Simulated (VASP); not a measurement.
# BN (Cm) in VASP: notebook, part 2 of 3

VASP 6.6.1. Earlier steps stand in the parts before.

## Step 3: Single point, PBE+D3(BJ) (atom 1 (B) moved by +0.192 Å along [1 2 0] and -0.192 Å along [0 0 1])

Contents of INCAR:

```
SYSTEM = BN
  ALGO = Normal
  EDIFF = 1E-6
  ENCUT = 520
  GGA = PE
  ISIF = 2
  ISMEAR = 0
  IVDW = 12
  LASPH = .TRUE.
  LCHARG = .FALSE.
  LREAL = .FALSE.
  LWAVE = .FALSE.
  NBANDS = 16
  NELM = 60
  PREC = Accurate
  SIGMA = 0.05
```

Contents of KPOINTS:

```
k-points
0
G
  12 12 4
  0 0 0
```

Contents of POSCAR:

```
BN
1.0
    2.5061233057      0.0000000000      0.0000000000
   -1.2530616528      2.1703664477      0.0000000000
    0.0000000000      0.0000000000      6.5973571420
B N
2 2
Direct
    0.0442321619      0.0884643237      0.4708974373
    0.3333333333      0.6666666667      0.0000000000
    0.0000000000      0.0000000000      0.0000000000
    0.6666666667      0.3333333333      0.5000000000
```

Potentials or basis: VASP PAW PBE potentials, release 64 (B, N).

Launch:

```console
$ cat potpaw_PBE.64/B/POTCAR potpaw_PBE.64/N/POTCAR > POTCAR
$ mpirun -np 1 vasp_std > vasp.out
```

OUTCAR:

```text
SYSTEM = BN
   EDIFF = 1E-6
   ENCUT = 520
   GGA = PE
   ISIF = 2
   ISMEAR = 0
   IVDW = 12
   LASPH = .TRUE.
   LREAL = .FALSE.
   NELM = 60
   PREC = Accurate
 IVDW          = 12

 ion  position               nearest neighbor table
   1  0.044  0.088  0.471-   4 1.37   4 1.37   4 1.65
   2  0.333  0.667  0.000-   3 1.45   3 1.45   3 1.45
   3  0.000  0.000  0.000-   2 1.45   2 1.45   2 1.45
   4  0.667  0.333  0.500-   1 1.37   1 1.37   1 1.65

  LATTYP: Found a hexagonal cell.
 ALAT       =     2.5061233057
 C/A-ratio  =     2.6324950281

  Lattice vectors:

 A1 = (   2.5061233057,   0.0000000000,   0.0000000000)
 A2 = (  -1.2530616528,   2.1703664477,   0.0000000000)
 A3 = (   0.0000000000,   0.0000000000,   6.5973571420)

Analysis of symmetry for initial positions (statically):
=====================================================================
 Subroutine PRICEL returns:
 Original cell was already a primitive cell.

 Routine SETGRP: Setting up the symmetry group for a
 hexagonal supercell.

 Subroutine GETGRP returns: Found  2 space group operations
 (whereof  2 operations were pure point group operations)
 out of a pool of 24 trial point group operations.

The static configuration has the point symmetry C_1h.

Analysis of symmetry for dynamics (positions and initial velocities):
=====================================================================
 Subroutine PRICEL returns:
 Original cell was already a primitive cell.

 Routine SETGRP: Setting up the symmetry group for a
 hexagonal supercell.

 Subroutine GETGRP returns: Found  2 space group operations
 (whereof  2 operations were pure point group operations)
 out of a pool of 24 trial point group operations.

The dynamic configuration has the point symmetry C_1h.

 Subroutine INISYM returns: Found  2 space group operations
 (whereof  2 operations are pure point group operations),
 and found     1 'primitive' translations

----------------------------------------------------------------------------------------

                                     Primitive cell

  volume of cell :      35.8844

  direct lattice vectors                    reciprocal lattice vectors
     2.506123306  0.000000000  0.000000000     0.399022665  0.230375843  0.000000000
    -1.253061653  2.170366448  0.000000000     0.000000000  0.460751686  0.000000000
     0.000000000  0.000000000  6.597357142     0.000000000  0.000000000  0.151575847

  length of vectors
     2.506123306  2.506123306  6.597357142     0.460751686  0.460751686  0.151575847

  position of ions in fractional coordinates (direct lattice)
     0.044232162  0.088464324  0.470897437
     0.333333333  0.666666667  0.000000000
     0.000000000  0.000000000  0.000000000
     0.666666667  0.333333333  0.500000000

  ion indices of the primitive-cell ions
   primitive index   ion index
                 1           1
                 2           2
                 3           3
                 4           4

----------------------------------------------------------------------------------------

 KPOINTS: k-points

Automatic generation of k-mesh.
 Grid dimensions read from file:
 generate k-points for:   12   12    4

 Generating k-lattice:

  Cartesian coordinates                     Fractional coordinates (reciprocal lattice)
     0.033251889  0.019197987  0.000000000     0.083333333 -0.000000000  0.000000000
     0.000000000  0.038395974  0.000000000     0.000000000  0.083333333  0.000000000
     0.000000000  0.000000000  0.037893962     0.000000000  0.000000000  0.250000000

  Length of vectors
     0.038395974  0.038395974  0.037893962

  Shift w.r.t. Gamma in fractional coordinates (k-lattice)
     0.000000000  0.000000000  0.000000000

 Subroutine IBZKPT returns following result:
 ===========================================

 Found    164 irreducible k-points:

 Following reciprocal coordinates:
            Coordinates               Weight
  0.000000  0.000000  0.000000      1.000000
  0.083333  0.000000  0.000000      4.000000
  0.000000  0.083333  0.000000      2.000000
  0.166667  0.000000  0.000000      4.000000
  0.000000  0.166667  0.000000      2.000000
  0.250000  0.000000  0.000000      4.000000
[... 16 lines left out ...]
 -0.083333  0.416667  0.000000      4.000000
 -0.416667  0.333333  0.000000      4.000000
 [... further k-points ...]
   k-points           NKPTS =    164   k-points in BZ     NKDIM =    164   number of bands    NBANDS=     16
   number of dos      NEDOS =    301   number of ions     NIONS =      4
   total plane-waves  NPLWV =  20000
   dimension x,y,z NGX =    20 NGY =   20 NGZ =   50
   dimension x,y,z NGXF=    40 NGYF=   40 NGZF=  100
   ions per type =               2   2
   NGX,Y,Z   is equivalent  to a cutoff of  13.27, 13.27, 12.60 a.u.
   NGXF,Y,Z  is equivalent  to a cutoff of  26.53, 26.53, 25.20 a.u.
 SYSTEM =  BN
   PREC   = accura    normal or accurate (medium, high low for compatibility)
   ISTART =      0    job   : 0-new  1-cont  2-samecut
   ICHARG =      2    charge: 1-file 2-atom 10-const
   ISPIN  =      1    spin polarized calculation?
   LNONCOLLINEAR =      F non collinear calculations
   LSORBIT =      F    spin-orbit coupling
   LASPH  =      T    aspherical Exc in radial PAW
   ENCUT  =  520.0 eV  38.22 Ry    6.18 a.u.   4.66  4.66 12.27*2*pi/ulx,y,z
   NELM   =     60;   NELMIN=  2; NELMDL= -5     # of ELM steps
   EDIFF  = 0.1E-05   stopping-criterion for ELM
   LREAL  =      F    real-space projection
   EDIFFG = 0.1E-04   stopping-criterion for IOM
   NSW    =      0    number of steps for IOM
   IBRION =     -1    ionic relax: 0-MD 1-quasi-New 2-CG
   NFREE  =      0    steps in history (QN), initial steepest desc. (CG)
   ISIF   =      2    stress and relaxation
   ISYM   =      2    0-nonsym 1-usesym 2-fastsym
   POTIM  = 0.5000    time-step for ionic-motion
   TEBEG  =    0.0;   TEEND  =   0.0 temperature during run
   PSTRESS=    0.0 pullay stress
   NELECT =      16.0000    total number of electrons
   NUPDOWN=      -1.0000    fix difference up-down
   EMIN   =  10.00;   EMAX   =-10.00  energy-range for DOS
   EFERMI =   0.00;   METHOD = LEGACY
   ISMEAR =     0;   SIGMA  =   0.05  broadening in eV -4-tet -1-fermi 0-gaus
   EFERMI_NEDOS =   21; number of points for ismear=-14 and -15
   IALGO  =     38    algorithm
   IMIX   =      4    mixing-type and parameters
     AMIX     =   0.40;   BMIX     =  1.00
     AMIX_MAG =   1.60;   BMIX_MAG =  1.00
  volume/ion in A,a.u.               =       8.97        60.54
  Fermi-wavevector in a.u.,A,eV,Ry     =   1.250680  2.363443 21.282251  1.564201
  Thomas-Fermi vector in A             =   2.384663
   LORBIT       =      0    0 simple, 1 ext, 2 COOP (PROOUT), +10 PAW based schemes
   GGA     = PE    functional components
   LHFCALC =     F    Hartree Fock is set to
   AEXX    =    0.0000 exact exchange contribution
   IVDW    =    12    specifies the selected vdW correction
   LEPSILON=     F    determine dielectric tensor
   LRPA    =     F    only Hartree local field effects (RPA)
 non-spin polarized calculation
 Gauss-broadening in eV      SIGMA  =   0.05
  energy-cutoff  :      520.00
  volume of cell :       35.88
 maximum number of plane-waves:       985
   NGX =  9   NGY =  9   NGZ = 25

 number of electron      15.9999998 magnetization

 Free energy of the ion-electron system (eV)
  ---------------------------------------------------
  ext. energy  EPLUGINS =         0.00000000
  ---------------------------------------------------
  free energy    TOTEN  =       -34.34091878 eV

  energy without entropy =      -34.34091878  energy(sigma->0) =      -34.34091878

 E-fermi :   3.7382     XC(G=0): -10.1319

 val. band max:        3.4562512248   @ k =   0.0000   0.0000   0.5000
 cond. band min:       6.2417709663   @ k =   0.5000   0.0000   0.2500
 fundamental gap:      2.7855197415
 Fermi energy:         3.7381909517

 k-point     1 :       0.0000    0.0000    0.0000
  band No.  band energies     occupation
      1     -15.5494      2.00000
      2     -15.0850      2.00000
      3      -3.9809      2.00000
      4      -1.7055      2.00000
      5      -0.7224      2.00000
      6       0.8286      2.00000
[... 433 lines left out ...]
      3      -5.5006      2.00000
      4      -5.3755      2.00000
      5      -2.0262      2.00000
      6      -0.5124      2.00000
[... 8 lines left out ...]
     15      18.1324      0.00000
     16      19.7777      0.00000

 [... further k-points ...]

------------------------ aborting loop because EDIFF is reached ----------------------------------------

 Edisp (eV)   -0.56896

 E8    (eV) :    -0.1669

  FORCE on cell =-STRESS in cart. coord.  units (eV):
  Direction    XX          YY          ZZ          XY          YZ          ZX
  --------------------------------------------------------------------------------------
  -------------------------------------------------------------------------------------
  Total       3.28017    -0.04007    -0.51834    -0.00000     0.96826     0.00000
  in kB     146.45388    -1.78905   -23.14309    -0.00000    43.23104     0.00000
  external pressure =       40.51 kB  Pullay stress =        0.00 kB

 VOLUME and BASIS-vectors are now :
 -----------------------------------------------------------------------------
  energy-cutoff  :      520.00
  volume of cell :       35.88
      direct lattice vectors                 reciprocal lattice vectors
     2.506123306  0.000000000  0.000000000     0.399022665  0.230375843  0.000000000
    -1.253061653  2.170366448  0.000000000     0.000000000  0.460751686  0.000000000
     0.000000000  0.000000000  6.597357142     0.000000000  0.000000000  0.151575847

 POSITION                                       TOTAL-FORCE (eV/Angst)
 -----------------------------------------------------------------------------------
      0.00000      0.19200      3.10668        -0.000000     -5.119294      2.113862
     -0.00000      1.44691      0.00000         0.000000      0.003083     -0.169223
      0.00000      0.00000      0.00000         0.000000      0.004251      0.142919
      1.25306      0.72346      3.29868         0.000000      5.111960     -2.087558
 -----------------------------------------------------------------------------------
    total drift:                                0.000001      0.000178      0.000087

  FREE ENERGIE OF THE ION-ELECTRON SYSTEM (eV)
  ---------------------------------------------------
  free  energy   TOTEN  =       -34.9098810188 eV

  energy  without entropy=      -34.9098810188  energy(sigma->0) =      -34.90988102
```

OSZICAR:

```text
N       E                     dE             d eps       ncg     rms          rms(c)
DAV:   1     0.431847000524E+02    0.43185E+02   -0.76848E+03  5248   0.925E+02
DAV:   2    -0.350561520805E+02   -0.78241E+02   -0.70854E+02  7224   0.212E+02
DAV:   3    -0.380206874415E+02   -0.29645E+01   -0.29513E+01  6800   0.405E+01
DAV:   4    -0.380379138430E+02   -0.17226E-01   -0.17222E-01  6608   0.339E+00
DAV:   5    -0.380380704399E+02   -0.15660E-03   -0.15659E-03  6776   0.312E-01    0.115E+01
DAV:   6    -0.346927598234E+02    0.33453E+01   -0.53801E+00  7168   0.181E+01    0.511E+00
DAV:   7    -0.344233985459E+02    0.26936E+00   -0.58877E-01  7336   0.573E+00    0.321E+00
DAV:   8    -0.343434509611E+02    0.79948E-01   -0.22510E-01  7080   0.329E+00    0.442E-01
DAV:   9    -0.343401558545E+02    0.32951E-02   -0.15292E-02  6096   0.103E+00    0.211E-01
DAV:  10    -0.343408014493E+02   -0.64559E-03   -0.12393E-03  6472   0.282E-01    0.432E-02
DAV:  11    -0.343408906013E+02   -0.89152E-04   -0.82344E-05  7264   0.806E-02    0.249E-02
DAV:  12    -0.343409152658E+02   -0.24665E-04   -0.20697E-05  6512   0.362E-02    0.104E-02
DAV:  13    -0.343409187239E+02   -0.34581E-05   -0.49877E-06  6872   0.163E-02    0.144E-03
DAV:  14    -0.343409187820E+02   -0.58110E-07   -0.18728E-07  4672   0.382E-03
   1 F= -.34909881E+02 E0= -.34909881E+02  d E =-.189153E-17
```

It took 77 s on 1 thread of Intel Xeon 6975P-C, shared host; peak memory 0.22 GiB.

What came out:

```yaml
Free_energy: -34.9099 eV
Pressure: 4.1 GPa
Largest_force: 5.539 eV/Å
Band_gap_on_the_k_mesh: 2.79 eV, indirect (least direct gap 3.77 eV)
Dispersion_energy_per_atom: -0.142 eV
```

Forces in eV/Å, atoms in the order of the input:
```
B    0.000 -5.119  2.114
B    0.000  0.003 -0.169
N    0.000  0.004  0.143
N    0.000  5.112 -2.088
```

Caveat: the cell differs from its parent crystal (atom 1 (B) moved by +0.192 Å along [1 2 0] and -0.192 Å along [0 0 1]); forces of over 1 eV/Å act on the atoms, so gaps and moduli don't describe the material at rest.

## Step 4: Single point, PBE+D3(BJ) (atom 1 (B) moved by -0.288 Å along [1 2 0] and -0.480 Å along [0 0 1])

Contents of INCAR:

```
ALGO = Normal
EDIFF = 1E-6
ENCUT = 520
GGA = PE
ISIF = 2
ISMEAR = 0
IVDW = 12
LASPH = True
LCHARG = False
LREAL = False
LWAVE = False
NBANDS = 16
NELM = 60
PREC = Accurate
SIGMA = 0.05
```

Contents of KPOINTS:

```
k-points
0
Gamma
  12 12 4
```

Changes to POSCAR since step 3:

```diff
@@ -8,3 +8,3 @@
 Direct
-    0.0442321619      0.0884643237      0.4708974373
+   -0.0663482428     -0.1326964856      0.4272435932
     0.3333333333      0.6666666667      0.0000000000
```

Launch:

```console
$ cat potpaw_PBE.64/B/POTCAR potpaw_PBE.64/N/POTCAR > POTCAR
$ mpirun -np 1 vasp_std > vasp.out
```

Wall time 86 s (1 thread of Intel Xeon Platinum 8259CL at 2.50GHz (Skylake/Cascade Lake), shared host); peak memory 0.21 GiB.

The run converged. Its results:

```
Free energy                : -32.7624 eV
Pressure                   : 8.2 GPa
Largest force              : 11.829 eV/Å
Band gap on the k mesh     : 0.23 eV, indirect (least direct gap 1.01 eV)
Dispersion energy per atom : -0.143 eV
```

Forces on the atoms (eV/Å):
```
B     0.000  11.327   3.409
B     0.000  -0.005  -0.383
N     0.000  -0.017   0.309
N     0.000 -11.305  -3.336
```

Stress tensor (GPa, compression positive):
```
  3.69   0.00   0.00
  0.00  29.78 -23.93
  0.00 -23.93  -8.93
```

Levels at points of the mesh, in eV from the valence-band top:
```csv
k point,band 4,band 5,band 6,band 7,band 8,band 9,band 10,band 11,band 12,band 13
"(0.00, 0.00, 0.00)",-6.36,-4.63,-4.63,-4.35,0.00,1.01,6.63,7.04,8.30,8.30
"(0.50, 0.00, 0.00)",-10.04,-7.41,-4.87,-4.54,-3.46,1.33,2.34,5.03,6.62,9.17
"(0.00, 0.50, 0.00)",-10.49,-7.41,-4.43,-3.96,-3.24,0.41,1.94,6.58,7.54,10.11
"(0.00, 0.00, 0.50)",-7.18,-4.63,-4.63,-4.31,0.00,2.31,5.55,6.63,8.30,8.30
"(0.50, 0.00, 0.50)",-10.06,-7.41,-4.89,-4.35,-3.51,1.37,1.87,5.13,6.69,9.19
"(0.00, 0.50, 0.50)",-10.50,-7.41,-4.33,-3.96,-3.17,0.23,1.62,6.67,7.97,10.56
```

Caveat: the cell differs from its parent crystal (atom 1 (B) moved by -0.288 Å along [1 2 0] and -0.480 Å along [0 0 1]); forces of over 1 eV/Å act on the atoms, so gaps and moduli don't describe the material at rest. A k mesh can miss the band edges.

(Part 2 of 3 ends here.)
